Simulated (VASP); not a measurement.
# Si (a cell with a defect) in VASP: notebook, part 2 of 2

VASP 6.6.1.

### Step 4. Single point, PBE

INCAR reads:

```
PREC = Accurate
ENCUT = 520
EDIFF = 1E-7
ISMEAR = 0
SIGMA = 0.02
LREAL = Auto
LASPH = True
NELM = 80
ALGO = Normal
ISIF = 2
LWAVE = False
LCHARG = False
GGA = PE
NBANDS = 48
```

KPOINTS reads:

```
Automatic mesh
0
Gamma
  2 2 2
```

POSCAR reads:

```
Si
1.0
    0.0000000000      5.4300000000      5.4300000000
    5.4300000000      0.0000000000      5.4300000000
    5.4300000000      5.4300000000      0.0000000000
Si
17
Direct
   -0.0186488950      0.0062829650      0.0060181400
    0.1265795580      0.1179793738      0.1174957643
   -0.0008100368     -0.0177234807      0.5091562615
    0.1263290055      0.1179227440      0.6376256906
   -0.0007835175      0.5095796501     -0.0184461326
    0.1264406077      0.6378794659      0.1175045120
   -0.0009195212      0.5092088398      0.5090703499
    0.1551519337      0.6150574586      0.6143780847
    0.4969256906     -0.0007485267     -0.0010094843
    0.6072390424      0.1309355433      0.1307760589
    0.4967113260     -0.0006965930      0.5045319521
    0.6230183241      0.1198236648      0.6283575506
    0.4967930018      0.5047106814     -0.0009576427
    0.6230459484      0.6286150092      0.1195253223
    0.5298736648      0.4900802947      0.4897478821
    0.6229103131      0.6286513812      0.6284060773
    0.9607461326      0.3465507366      0.3457962247
```

On the command line:

```bash
$ cat potpaw_PBE.64/Si/POTCAR > POTCAR
$ mpirun -np 1 vasp_std > vasp.out
```

Wall time 4.4 min (1 thread of AMD EPYC 9R45 (Zen 5), shared host); peak memory 0.42 GiB.

Results (log left out):

```
Free energy            : -87.7022 eV
Pressure               : 5.3 GPa
Largest force          : 0.973 eV/Å
Band gap on the k mesh : zero (band 34 reaches 6.84 eV, above the bottom of band 35 at 6.79 eV)
```

Forces on the atoms (eV/Å):
```
Si   0.009 -0.007 -0.008
Si   0.085 -0.046 -0.048
Si  -0.080  0.076  0.134
Si   0.046 -0.086 -0.045
Si  -0.075  0.139  0.074
Si   0.048 -0.045 -0.086
Si  -0.131  0.078  0.081
Si  -0.167  0.164  0.167
Si   0.001  0.014  0.015
Si  -0.043  0.038  0.042
Si  -0.014  0.000  0.013
Si  -0.067  0.069  0.022
Si  -0.015  0.013  0.000
Si  -0.068  0.018  0.069
Si  -0.066  0.068  0.067
Si  -0.024  0.068  0.067
Si   0.561 -0.563 -0.562
```

Stress tensor (GPa, compression positive):
```
 5.31  0.67  0.67
 0.67  5.28 -0.67
 0.67 -0.67  5.30
```

Levels at points of the mesh, in eV from the Fermi level:
```tsv
k point	band 30	band 31	band 32	band 33	band 34	band 35	band 36	band 37	band 38	band 39
(0.00, 0.00, 0.00)	-1.60	-1.09	-0.72	-0.72	-0.47	-0.05	-0.04	0.15	0.15	0.53
(0.50, 0.00, 0.00)	-1.52	-1.52	-1.35	-1.35	-0.12	0.52	0.52	1.06	1.07	1.27
(0.00, 0.50, 0.00)	-1.55	-1.41	-1.41	-1.24	-0.14	0.12	0.80	0.89	0.97	1.33
(0.00, 0.00, 0.50)	-1.55	-1.41	-1.41	-1.24	-0.14	0.12	0.80	0.89	0.96	1.33
(0.50, 0.50, 0.50)	-1.55	-1.41	-1.41	-1.24	-0.14	0.12	0.80	0.89	0.97	1.33
(0.50, 0.50, 0.00)	-1.99	-1.98	-1.81	-0.83	0.01	0.56	1.24	1.32	1.32	1.96
(0.00, 0.50, 0.50)	-1.99	-1.98	-1.82	-0.83	0.01	0.56	1.24	1.32	1.32	1.96
(0.50, 0.00, 0.50)	-1.99	-1.98	-1.81	-0.83	0.01	0.56	1.24	1.32	1.32	1.96
```

Caveat: the k points lie up to 0.50 Å⁻¹ apart.

### Step 5. Single point, PBE

INCAR reads:

```
SYSTEM = Si
  PREC = Accurate
  ENCUT = 520
  EDIFF = 1E-7
  ISMEAR = 0
  SIGMA = 0.02
  LREAL = Auto
  LASPH = .True.
  NELM = 100
  ALGO = Normal
  ISIF = 2
  LWAVE = .False.
  LCHARG = .False.
  GGA = PE
  NBANDS = 48
```

KPOINTS reads:

```
Automatic mesh
0
Gamma
  2 2 2
  0 0 0
```

POSCAR reads:

```
Si
1.0
    0.0000000000      5.4300000000      5.4300000000
    5.4300000000      0.0000000000      5.4300000000
    5.4300000000      5.4300000000      0.0000000000
Si
17
Direct
   -0.0299935543      0.0101397790      0.0095510129
    0.1261024862      0.1157877532      0.1149864641
   -0.0012312155     -0.0126262431      0.5064514733
    0.1259689687      0.1156700737      0.6423639963
   -0.0011393186      0.5071498158     -0.0134406077
    0.1259662983      0.6429482505      0.1149854512
   -0.0013396869      0.5071214549      0.5064614180
    0.1437695212      0.6188610497      0.6181614180
    0.5023709945     -0.0036908840     -0.0041774401
    0.5952456722      0.1349998158      0.1345351750
    0.5022135359     -0.0036026703      0.5047557090
    0.6284070902      0.1203017495      0.6252402394
    0.5022374770      0.5052652855     -0.0041116943
    0.6285337937      0.6257166667      0.1197347145
    0.5179269797      0.4941164825      0.4935255064
    0.6282748619      0.6258150092      0.6253041436
    1.1653799263      0.2783206262      0.2777791897
```

On the command line:

```bash
$ cat potpaw_PBE.64/Si/POTCAR > POTCAR
$ mpirun -np 1 vasp_std > vasp.out
```

Run time: 4.3 min. Hardware: 1 thread of AMD EPYC 9R45 (Zen 5), shared host; peak memory 0.43 GiB.

The run converged. Its results:

| Property | Result |
| --- | --- |
| Free energy | -87.7080 eV |
| Pressure | 5.3 GPa |
| Largest force | 0.964 eV/Å |
| Band gap on the k mesh | zero (band 34 reaches 6.84 eV, above the bottom of band 35 at 6.79 eV) |

Forces in eV/Å, atoms in the order of the input:
```
Si   0.167 -0.164 -0.166
Si   0.139 -0.074 -0.077
Si  -0.049  0.047  0.085
Si   0.075 -0.139 -0.075
Si  -0.046  0.090  0.045
Si   0.077 -0.074 -0.140
Si  -0.081  0.048  0.050
Si  -0.011  0.001  0.008
Si   0.027 -0.070 -0.068
Si   0.059 -0.064 -0.060
Si   0.069 -0.022 -0.070
Si   0.015 -0.016  0.010
Si   0.068 -0.070 -0.024
Si   0.016  0.005 -0.015
Si   0.046 -0.040 -0.044
Si  -0.012 -0.014 -0.014
Si  -0.557  0.555  0.557
```

Stress tensor (GPa, compression positive):
```
 5.30  0.66  0.66
 0.66  5.30 -0.67
 0.66 -0.67  5.30
```

Levels at points of the mesh, in eV from the Fermi level:
| k point | band 31 | band 32 | band 33 | band 34 | band 35 | band 36 | band 37 | band 38 |
| --- | --- | --- | --- | --- | --- | --- | --- | --- |
| (0.00, 0.00, 0.00) | -1.08 | -0.72 | -0.72 | -0.48 | -0.05 | -0.05 | 0.15 | 0.15 |
| (0.50, 0.00, 0.00) | -1.52 | -1.36 | -1.36 | -0.13 | 0.52 | 0.52 | 1.06 | 1.06 |
| (0.00, 0.50, 0.00) | -1.41 | -1.41 | -1.24 | -0.14 | 0.12 | 0.80 | 0.88 | 0.96 |
| (0.00, 0.00, 0.50) | -1.41 | -1.41 | -1.25 | -0.14 | 0.13 | 0.80 | 0.88 | 0.96 |
| (0.50, 0.50, 0.50) | -1.41 | -1.41 | -1.24 | -0.14 | 0.12 | 0.80 | 0.88 | 0.96 |
| (0.50, 0.50, 0.00) | -1.99 | -1.82 | -0.84 | 0.01 | 0.56 | 1.24 | 1.31 | 1.32 |
| (0.00, 0.50, 0.50) | -1.99 | -1.82 | -0.84 | 0.01 | 0.56 | 1.24 | 1.31 | 1.32 |
| (0.50, 0.00, 0.50) | -1.99 | -1.82 | -0.84 | 0.01 | 0.56 | 1.24 | 1.31 | 1.32 |

Caveat: the k points lie up to 0.50 Å⁻¹ apart.
